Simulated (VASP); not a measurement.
A run of VASP 6.6.1 is set up as follows.

INCAR

```
ALGO = Normal ; EDIFF = 1E-8
ENCUT = 520 ; GGA = PE
ISIF = 2 ; ISMEAR = -1
LASPH = True ; LCHARG = False
LEFG = True ; LREAL = False
LWAVE = False ; NBANDS = 16
NELM = 100 ; PREC = Accurate
SIGMA = 0.05
```

File KPOINTS:

```
k-points
0
Gamma
  10 10 8
```

POSCAR

```
ScSi2
1.0
    3.6600000000      0.0000000000      0.0000000000
   -1.8300000000      3.1696529779      0.0000000000
    0.0000000000      0.0000000000      3.8700000000
Sc Si
1 2
Direct
    0.0000000000      0.0000000000      0.0000000000
    0.2533333333      0.6266666667      0.5000000000
    0.7466666667      0.3733333333      0.5000000000
```

Potentials or basis: VASP PAW PBE potentials, release 64 (Sc_sv, Si).

The run is started by

```console
$ cat potpaw_PBE.64/Sc_sv/POTCAR potpaw_PBE.64/Si/POTCAR > POTCAR
$ mpirun -np 1 vasp_std > vasp.out
```

Task: Estimate the pressure.

Result: 59.1 GPa.

Task: What does it give for the largest force?

Result: 28.546 eV/Å.

Forces in eV/Å, atoms in the order of the input:
```
Sc    0.000   0.000   0.000
Si   24.722  14.273   0.000
Si  -24.722 -14.273   0.000
```

Caveat: the cell differs from its parent crystal (shortest bond scaled by 0.76); without QUAD_EFG the Cq values of the log hold for a quadrupole moment of 1 mb, not for the nuclei; forces of over 1 eV/Å act on the atoms, so gaps and moduli don't describe the material at rest.
